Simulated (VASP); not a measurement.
Set up this calculation in VASP 6.6.1, as the native input.

- Task: single point
- Functional: PBE
- Potentials or basis: VASP PAW PBE potentials, release 64 (Mg, Cd, O)
- Cutoff: 520 eV
- k mesh: 8 × 8 × 12
- Occupations: gaussian, width 0.1 eV
- Spin: no spin polarisation
- Dipole correction: no
- Further INCAR settings: ALGO = Normal; EDIFF = 1e-07; NBANDS = 41

The structure of MgCd3O4 lies in POSCAR:

```
MgCd3O4
1.0
    3.3001728000     -4.6678028000      0.0000000000
    3.3001728000      4.6678028000      0.0000000000
    0.0000000000      0.0000000000      3.2862608000
Mg Cd O
1 3 4
Direct
    0.5000000000      0.5000000000      0.5000000000
    0.0000000000      0.5000000000      0.0000000000
    0.0000000000      0.0000000000      0.5000000000
    0.5000000000      0.0000000000      0.0000000000
    0.7316240000      0.7316240000      0.0000000000
    0.7359300000      0.2640700000      0.5000000000
    0.2640700000      0.7359300000      0.5000000000
    0.2683760000      0.2683760000      0.0000000000
```

The input as run:

INCAR

```
SYSTEM = MgCd3O4
PREC = Accurate ; ENCUT = 520
EDIFF = 1E-7 ; ISMEAR = 0
SIGMA = 0.1 ; LREAL = .False.
LASPH = .True. ; NELM = 80
ALGO = Normal ; ISIF = 2
LWAVE = .False. ; LCHARG = .False.
GGA = PE ; NBANDS = 41
```

KPOINTS

```
Automatic mesh
0
Gamma
  8 8 12
  0 0 0
```

Potentials or basis: VASP PAW PBE potentials, release 64 (Mg, Cd, O).

The run is started by

```console
$ cat potpaw_PBE.64/Mg/POTCAR potpaw_PBE.64/Cd/POTCAR potpaw_PBE.64/O/POTCAR > POTCAR
$ mpirun -np 1 vasp_std > vasp.out
```

Results of the run:

The pressure is 0.9 GPa. The largest force is 0.075 eV/Å.

Run time: 4.6 min on 1 thread of Intel(R) Xeon(R) 6975P-C (Granite Rapids), with other jobs on the host, peak memory 0.59 GiB.
